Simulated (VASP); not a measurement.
Here is a VASP 6.6.1 calculation.

File INCAR:

```
SYSTEM = Be27Cl
  PREC = Accurate
  ENCUT = 520
  EDIFF = 1E-6
  ISMEAR = 0
  SIGMA = 0.15
  LREAL = Auto
  LASPH = .TRUE.
  NELM = 100
  ALGO = Normal
  ISIF = 2
  LWAVE = .FALSE.
  LCHARG = .FALSE.
  GGA = CA
  IBRION = 2
  NSW = 80
  EDIFFG = -0.03
```

The input KPOINTS:

```
Automatic mesh
0
G
  4 4 1
  0 0 0
```

Contents of POSCAR:

```
Be27Cl
1.0
    6.8700000000      0.0000000000      0.0000000000
    3.4350000000      5.9495950000      0.0000000000
    0.0000000000      0.0000000000     14.5884300000
Be Cl
27 1
Selective dynamics
Direct
    0.0000000000      0.0000000000      0.0685475000  F F F
    0.3333333000      0.0000000000      0.0685475000  F F F
    0.6666667000      0.0000000000      0.0685475000  F F F
    0.0000000000      0.3333333000      0.0685475000  F F F
    0.3333333000      0.3333333000      0.0685475000  F F F
    0.6666667000      0.3333333000      0.0685475000  F F F
    0.0000000000      0.6666667000      0.0685475000  F F F
    0.3333333000      0.6666667000      0.0685475000  F F F
    0.6666667000      0.6666667000      0.0685475000  F F F
   -0.1111111000      0.2222222000      0.1915364000  T T T
    0.2222222000      0.2222222000      0.1915364000  T T T
    0.5555556000      0.2222222000      0.1915364000  T T T
   -0.1111111000      0.5555556000      0.1915364000  T T T
    0.2222222000      0.5555556000      0.1915364000  T T T
    0.5555556000      0.5555556000      0.1915364000  T T T
   -0.1111111000      0.8888889000      0.1915364000  T T T
    0.2222222000      0.8888889000      0.1915364000  T T T
    0.5555556000      0.8888889000      0.1915364000  T T T
    0.0000000000      0.0000000000      0.3145253000  T T T
    0.3333333000      0.0000000000      0.3145253000  T T T
    0.6666667000      0.0000000000      0.3145253000  T T T
    0.0000000000      0.3333333000      0.3145253000  T T T
    0.3333333000      0.3333333000      0.3145253000  T T T
    0.6666667000      0.3333333000      0.3145253000  T T T
    0.0000000000      0.6666667000      0.3145253000  T T T
    0.3333333000      0.6666667000      0.3145253000  T T T
    0.6666667000      0.6666667000      0.3145253000  T T T
    0.7736564000      0.7931266000      0.4248867000  T T T
```

Potentials or basis: VASP PAW LDA potentials, release 64 (Be, Cl).

The run is started by

```sh
$ cat potpaw_LDA.64/Be/POTCAR potpaw_LDA.64/Cl/POTCAR > POTCAR
$ mpirun -np 1 vasp_std > vasp.out
```

Predict the energy gained by relaxing.

7.5 meV/atom.

Estimate the band gap on the k mesh.

zero (an odd number of electrons rules out a gap without spin polarisation).

The path:
```tsv
step	energy change (eV)	largest force on free atoms (eV/Å)	pressure (GPa)
1	0.0000	0.7266	-4.13
2	-0.0976	0.4671	-4.14
3	-0.1493	0.3841	-4.12
4	-0.1794	0.1904	-4.05
5	-0.1912	0.1447	-3.97
6	-0.1981	0.0874	-3.95
7	-0.2003	0.0792	-3.94
8	-0.2033	0.0469	-3.91
9	-0.2046	0.0845	-3.88
10	-0.2060	0.0436	-3.84
11	-0.2066	0.0783	-3.80
12	-0.2077	0.0494	-3.78
13	-0.2084	0.0649	-3.71
14	-0.2084	0.0535	-3.73
15	-0.2092	0.0305	-3.70
16	-0.2095	0.0275	-3.67
```

Caveat: an odd number of electrons without spin polarisation forces a metal; a magnetic or distorted state may lie lower.
